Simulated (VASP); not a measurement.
# SnTe (Pm-3m) in VASP: a series of runs

SnTe is run at these levels: HSE06, revPBE+D3(BJ), revPBE+D4; tasks: single point, relaxation of cell and atoms.

All numbers are computed with VASP 6.6.1; they aren't measurements. Logs are shortened: lines on timing, memory, paths and dates and some standing lists are left out, and cuts for length are marked.

## (1) The cell of the first run

It takes space group Pm-3m (No. 221, cubic). The conventional cell has a = 3.878 Å, b = 3.878 Å, c = 3.878 Å, α = 90.00°, β = 90.00°, γ = 90.00°. Within 4.4 Å of Te (site symmetry m-3m) lie 8 Sn at 3.36 Å and 6 Te at 3.88 Å. Sn (site symmetry m-3m) has 8 Te at 3.36 Å and 6 Sn at 3.88 Å within 4.4 Å.

## (2) Single point, HSE06

Contents of POSCAR:

```
SnTe
1.0
    3.8784931701      0.0000000000      0.0000000000
    0.0000000000      3.8784931701      0.0000000000
    0.0000000000      0.0000000000      3.8784931701
Te Sn
1 1
Direct
    0.5000000000      0.5000000000      0.5000000000
    0.0000000000      0.0000000000      0.0000000000
```

Contents of INCAR.step1:

```
ALGO = Normal
EDIFF = 1E-5
ENCUT = 520
GGA = PE
ISIF = 2
ISMEAR = -1
LASPH = True
LCHARG = False
LREAL = False
LWAVE = True
NBANDS = 17
NELM = 80
PREC = Accurate
SIGMA = 0.05
```

Contents of INCAR.step2:

```
ALGO = Normal
EDIFF = 1E-6
ENCUT = 520
GGA = PE
HFSCREEN = 0.2079
ISIF = 2
ISMEAR = -1
ISTART = 1
LASPH = True
LCHARG = False
LHFCALC = True
LREAL = False
LWAVE = False
NBANDS = 17
NELM = 80
PREC = Accurate
PRECFOCK = Normal
SIGMA = 0.05
```

Contents of KPOINTS:

```
k-points
0
Gamma
  4 4 4
```

Potentials or basis: VASP PAW PBE potentials, release 64 (Te, Sn_d).

Run with:

```
$ cat potpaw_PBE.64/Te/POTCAR potpaw_PBE.64/Sn_d/POTCAR > POTCAR
$ cp INCAR.step1 INCAR
$ mpirun -np 1 vasp_std > vasp.out
$ cp INCAR.step2 INCAR
$ mpirun -np 1 vasp_std > vasp.out
```

OUTCAR:

```text
EDIFF = 1E-6
   ENCUT = 520
   GGA = PE
   HFSCREEN = 0.2079
   ISIF = 2
   ISMEAR = -1
   ISTART = 1
   LASPH = True
   LHFCALC = True
   LREAL = False
   NELM = 80
   PREC = Accurate
   PRECFOCK = Normal

 ion  position               nearest neighbor table
   1  0.500  0.500  0.500-   2 3.36   2 3.36   2 3.36   2 3.36   2 3.36   2 3.36   2 3.36   2 3.36

   2  0.000  0.000  0.000-   1 3.36   1 3.36   1 3.36   1 3.36   1 3.36   1 3.36   1 3.36   1 3.36

  LATTYP: Found a simple cubic cell.
 ALAT       =     3.8784931701

  Lattice vectors:

 A1 = (   3.8784931701,   0.0000000000,   0.0000000000)
 A2 = (   0.0000000000,   3.8784931701,   0.0000000000)
 A3 = (   0.0000000000,   0.0000000000,   3.8784931701)

Analysis of symmetry for initial positions (statically):
=====================================================================
 Subroutine PRICEL returns:
 Original cell was already a primitive cell.

 Routine SETGRP: Setting up the symmetry group for a
 simple cubic supercell.

 Subroutine GETGRP returns: Found 48 space group operations
 (whereof 48 operations were pure point group operations)
 out of a pool of 48 trial point group operations.

The static configuration has the point symmetry O_h .

Analysis of symmetry for dynamics (positions and initial velocities):
=====================================================================
 Subroutine PRICEL returns:
 Original cell was already a primitive cell.

 Routine SETGRP: Setting up the symmetry group for a
 simple cubic supercell.

 Subroutine GETGRP returns: Found 48 space group operations
 (whereof 48 operations were pure point group operations)
 out of a pool of 48 trial point group operations.

The dynamic configuration has the point symmetry O_h .

 Subroutine INISYM returns: Found 48 space group operations
 (whereof 48 operations are pure point group operations),
 and found     1 'primitive' translations

----------------------------------------------------------------------------------------

                                     Primitive cell

  volume of cell :      58.3430

  direct lattice vectors                    reciprocal lattice vectors
     3.878493170  0.000000000  0.000000000     0.257832090  0.000000000  0.000000000
     0.000000000  3.878493170  0.000000000     0.000000000  0.257832090  0.000000000
     0.000000000  0.000000000  3.878493170     0.000000000  0.000000000  0.257832090

  length of vectors
     3.878493170  3.878493170  3.878493170     0.257832090  0.257832090  0.257832090

  position of ions in fractional coordinates (direct lattice)
     0.500000000  0.500000000  0.500000000
     0.000000000  0.000000000  0.000000000

  ion indices of the primitive-cell ions
   primitive index   ion index
                 1           1
                 2           2

----------------------------------------------------------------------------------------

 KPOINTS: k-points

Automatic generation of k-mesh.
 Grid dimensions read from file:
 generate k-points for:    4    4    4

 Generating k-lattice:

  Cartesian coordinates                     Fractional coordinates (reciprocal lattice)
     0.064458022  0.000000000  0.000000000     0.250000000  0.000000000  0.000000000
     0.000000000  0.064458022  0.000000000     0.000000000  0.250000000  0.000000000
     0.000000000  0.000000000  0.064458022     0.000000000  0.000000000  0.250000000

  Length of vectors
     0.064458022  0.064458022  0.064458022

  Shift w.r.t. Gamma in fractional coordinates (k-lattice)
     0.000000000  0.000000000  0.000000000

 Subroutine IBZKPT returns following result:
 ===========================================

 Found     10 irreducible k-points:

 Following reciprocal coordinates:
            Coordinates               Weight
  0.000000  0.000000  0.000000      1.000000
  0.250000  0.000000  0.000000      6.000000
  0.500000  0.000000  0.000000      3.000000
  0.250000  0.250000  0.000000     12.000000
  0.500000  0.250000  0.000000     12.000000
  0.500000  0.500000  0.000000      3.000000
  0.250000  0.250000  0.250000      8.000000
  0.500000  0.250000  0.250000     12.000000
  0.500000  0.500000  0.250000      6.000000
  0.500000  0.500000  0.500000      1.000000
   k-points           NKPTS =     10   k-points in BZ     NKDIM =     64   number of bands    NBANDS=     17
   number of dos      NEDOS =    301   number of ions     NIONS =      2
   total plane-waves  NPLWV =  27000
   dimension x,y,z NGX =    30 NGY =   30 NGZ =   30
   dimension x,y,z NGXF=    60 NGYF=   60 NGZF=   60
   ions per type =               1   1
   NGX,Y,Z   is equivalent  to a cutoff of  12.86, 12.86, 12.86 a.u.
   NGXF,Y,Z  is equivalent  to a cutoff of  25.72, 25.72, 25.72 a.u.
 SYSTEM =  unknown system
   PREC   = accura    normal or accurate (medium, high low for compatibility)
   ISTART =      1    job   : 0-new  1-cont  2-samecut
   ICHARG =      0    charge: 1-file 2-atom 10-const
   ISPIN  =      1    spin polarized calculation?
   LNONCOLLINEAR =      F non collinear calculations
   LSORBIT =      F    spin-orbit coupling
   LASPH  =      T    aspherical Exc in radial PAW
   ENCUT  =  520.0 eV  38.22 Ry    6.18 a.u.   7.21  7.21  7.21*2*pi/ulx,y,z
   NELM   =     80;   NELMIN=  2; NELMDL=  0     # of ELM steps
   EDIFF  = 0.1E-05   stopping-criterion for ELM
   LREAL  =      F    real-space projection
   EDIFFG = 0.1E-04   stopping-criterion for IOM
   NSW    =      0    number of steps for IOM
   IBRION =     -1    ionic relax: 0-MD 1-quasi-New 2-CG
   NFREE  =      0    steps in history (QN), initial steepest desc. (CG)
   ISIF   =      2    stress and relaxation
   ISYM   =      3    0-nonsym 1-usesym 2-fastsym
   POTIM  = 0.5000    time-step for ionic-motion
   TEBEG  =    0.0;   TEEND  =   0.0 temperature during run
   PSTRESS=    0.0 pullay stress
   NELECT =      20.0000    total number of electrons
   NUPDOWN=      -1.0000    fix difference up-down
   EMIN   =  10.00;   EMAX   =-10.00  energy-range for DOS
   EFERMI =   0.00;   METHOD = LEGACY
   ISMEAR =    -1;   SIGMA  =   0.05  broadening in eV -4-tet -1-fermi 0-gaus
   EFERMI_NEDOS =   21; number of points for ismear=-14 and -15
   IALGO  =     38    algorithm
   IMIX   =      1    mixing-type and parameters
     AMIX     =   0.40;   BMIX     =  1.00
     AMIX_MAG =   1.60;   BMIX_MAG =  1.00
  volume/ion in A,a.u.               =      29.17       196.86
  Fermi-wavevector in a.u.,A,eV,Ry     =   1.145746  2.165147 17.860838  1.312735
  Thomas-Fermi vector in A             =   2.282433
   LORBIT       =      0    0 simple, 1 ext, 2 COOP (PROOUT), +10 PAW based schemes
   GGA     = PE    functional components
   LHFCALC =     T    Hartree Fock is set to
   PRECFOCK=normal    Normal, Fast or Accurate (Low or Medium for compatibility)
   ENCUT4O =  -1.0   cutoff for four orbital integrals eV
   NKREDX  =     1    reduce k-point grid by
   NKREDY  =     1    reduce k-point grid by
   NKREDZ  =     1    reduce k-point grid by
   AEXX    =    0.2500 exact exchange contribution
   HFSCREEN=    0.2079 screening length (either q_TF or 0.3 A-1)
   HFSCREENC=   0.2079 screening length for correlation (either q_TF or 0.3 A-1)
   ENCUTFOCK=  -1.0 apply spherical cutoff to Coloumb kernel
   IVDW    =     0    specifies the selected vdW correction
   LEPSILON=     F    determine dielectric tensor
   LRPA    =     F    only Hartree local field effects (RPA)
 non-spin polarized calculation
  energy-cutoff  :      520.00
  volume of cell :       58.34
 maximum number of plane-waves:      1596
 NGX is ok and might be reduce to    30
  NGX = 24; NGY = 24; NGZ = 24

 number of electron      19.9999985 magnetization

 Free energy of the ion-electron system (eV)
  ---------------------------------------------------
  ext. energy  EPLUGINS =         0.00000000
  ---------------------------------------------------
  free energy    TOTEN  =        -8.29061075 eV

  energy without entropy =       -8.26714576  energy(sigma->0) =       -8.27887826

 E-fermi :   7.1174     XC(G=0):  -8.2722

 val. band max:        7.0505897758   @ k =   0.5000   0.2500   0.0000
 cond. band min:       7.1270901373   @ k =   0.5000   0.2500   0.2500
 fundamental gap:      0.0765003614
 Fermi energy:         7.1174337368

 k-point     1 :       0.0000    0.0000    0.0000
  band No.  band energies     occupation
      1     -16.9044      2.00000
      2     -16.9044      2.00000
      3     -16.8658      2.00000
      4     -16.8658      2.00000
      5     -16.8658      2.00000
      6      -6.6690      2.00000
[... 9 lines left out ...]
     16      18.8914      0.00000
     17      18.8914      0.00000

 k-point     2 :       0.2500    0.0000    0.0000
  band No.  band energies     occupation
      1     -16.9036      2.00000
      2     -16.8871      2.00000
      3     -16.8720      2.00000
      4     -16.8720      2.00000
      5     -16.8653      2.00000
      6      -6.1272      2.00000
[... 9 lines left out ...]
     16      16.4468      0.00000
     17      18.5820      0.00000

 k-point     3 :       0.5000    0.0000    0.0000
  band No.  band energies     occupation
      1     -16.9029      2.00000
      2     -16.8783      2.00000
      3     -16.8783      2.00000
      4     -16.8698      2.00000
      5     -16.8647      2.00000
      6      -5.2501      2.00000
[... 9 lines left out ...]
     16      20.0236      0.00000
     17      20.4269      0.00000

 k-point     4 :       0.2500    0.2500    0.0000
  band No.  band energies     occupation
      1     -16.8948      2.00000
      2     -16.8796      2.00000
      3     -16.8777      2.00000
      4     -16.8715      2.00000
      5     -16.8707      2.00000
      6      -5.6153      2.00000
[... 9 lines left out ...]
     16      15.7414      0.00000
     17      16.1352      0.00000

 k-point     5 :       0.5000    0.2500    0.0000
  band No.  band energies     occupation
      1     -16.8919      2.00000
      2     -16.8870      2.00000
      3     -16.8769      2.00000
      4     -16.8701      2.00000
      5     -16.8623      2.00000
      6      -4.8373      2.00000
[... 9 lines left out ...]
     16      16.5570      0.00000
     17      17.0753      0.00000

 k-point     6 :       0.5000    0.5000    0.0000
  band No.  band energies     occupation
      1     -16.8958      2.00000
      2     -16.8854      2.00000
      3     -16.8755      2.00000
      4     -16.8755      2.00000
      5     -16.8502      2.00000
      6      -4.2999      2.00000
[... 9 lines left out ...]
     16      15.0474      0.00000
     17      15.0970      0.00000

 k-point     7 :       0.2500    0.2500    0.2500
  band No.  band energies     occupation
      1     -16.8792      2.00000
      2     -16.8781      2.00000
      3     -16.8781      2.00000
      4     -16.8767      2.00000
      5     -16.8767      2.00000
      6      -5.1439      2.00000
[... 9 lines left out ...]
     16      16.3615      0.00000
     17      18.5382      0.00000

 k-point     8 :       0.5000    0.2500    0.2500
  band No.  band energies     occupation
      1     -16.8858      2.00000
      2     -16.8847      2.00000
      3     -16.8768      2.00000
      4     -16.8764      2.00000
      5     -16.8593      2.00000
      6      -4.4717      2.00000
[... 9 lines left out ...]
     16      16.9749      0.00000
     17      18.7023      0.00000

 k-point     9 :       0.5000    0.5000    0.2500
  band No.  band energies     occupation
      1     -16.8935      2.00000
      2     -16.8834      2.00000
      3     -16.8834      2.00000
      4     -16.8674      2.00000
      5     -16.8498      2.00000
      6      -4.0134      2.00000
[... 9 lines left out ...]
     16      18.8482      0.00000
     17      19.4474      0.00000

 k-point    10 :       0.5000    0.5000    0.5000
  band No.  band energies     occupation
      1     -16.8913      2.00000
      2     -16.8913      2.00000
      3     -16.8913      2.00000
      4     -16.8494      2.00000
      5     -16.8494      2.00000
      6      -3.6735      2.00000
[... 9 lines left out ...]
     16      22.4133      0.00000
     17      23.6337      0.00000

------------------------ aborting loop because EDIFF is reached ----------------------------------------

  FORCE on cell =-STRESS in cart. coord.  units (eV):
  Direction    XX          YY          ZZ          XY          YZ          ZX
  --------------------------------------------------------------------------------------
  -------------------------------------------------------------------------------------
  Total       -0.1122642     -0.1122642     -0.1122642      0.0000000      0.0000000      0.0000000
  in kB       -3.0829236     -3.0829236     -3.0829236      0.0000000      0.0000000      0.0000000
  external PRESSURE =      -3.0829236 kB  Pullay stress =       0.0000000 kB

 VOLUME and BASIS-vectors are now :
 -----------------------------------------------------------------------------
  energy-cutoff  :      520.00
  volume of cell :       58.34
      direct lattice vectors                 reciprocal lattice vectors
     3.878493170  0.000000000  0.000000000     0.257832090  0.000000000  0.000000000
     0.000000000  3.878493170  0.000000000     0.000000000  0.257832090  0.000000000
     0.000000000  0.000000000  3.878493170     0.000000000  0.000000000  0.257832090

 POSITION                                       TOTAL-FORCE (eV/Angst)
 -----------------------------------------------------------------------------------
      1.93925      1.93925      1.93925         0.000000      0.000000      0.000000
      0.00000      0.00000      0.00000         0.000000      0.000000      0.000000
 -----------------------------------------------------------------------------------
    total drift:                               -0.000000     -0.000000     -0.000000

  FREE ENERGIE OF THE ION-ELECTRON SYSTEM (eV)
  ---------------------------------------------------
  free  energy   TOTEN  =        -8.2906107486 eV

  energy  without entropy=       -8.2671457620  energy(sigma->0) =       -8.27887826
```

Wall time 9.2 min (1 thread of Intel Xeon 6975P-C (Granite Rapids), shared host); peak memory 0.28 GiB.

Results:

```yaml
Free_energy: -8.2906 eV
Pressure: -0.3 GPa
Band_gap_on_the_k_mesh: zero (band 10 reaches 7.43 eV, above the bottom of band 11 at 5.76 eV)
```

Levels at points of the mesh, in eV from the Fermi level:
```
           k point  band 6  band 7  band 8  band 9  band 10  band 11  band 12  band 13  band 14  band 15
(0.00, 0.00, 0.00)  -13.79   -5.67   -2.09   -2.09    -2.09     3.96     3.96     6.25     6.25     6.25
(0.50, 0.00, 0.00)  -12.37   -9.25   -0.39   -0.39     0.17     0.47     2.55     2.55     5.92     6.78
(0.50, 0.50, 0.00)  -11.42   -7.08   -5.52   -5.52     0.31     3.98     4.49     4.49     6.53     7.93
(0.50, 0.50, 0.50)  -10.79   -5.74   -3.33   -3.33    -3.33    -1.35    -1.35    -1.35    15.30    15.30
```

Caveat: the k points lie up to 0.41 Å⁻¹ apart; the PAW data sets were made with another functional, which shifts forces and pressure a little; spin-orbit coupling is left out, which moves the levels of the heavy elements.

[end of part 1 of 2]
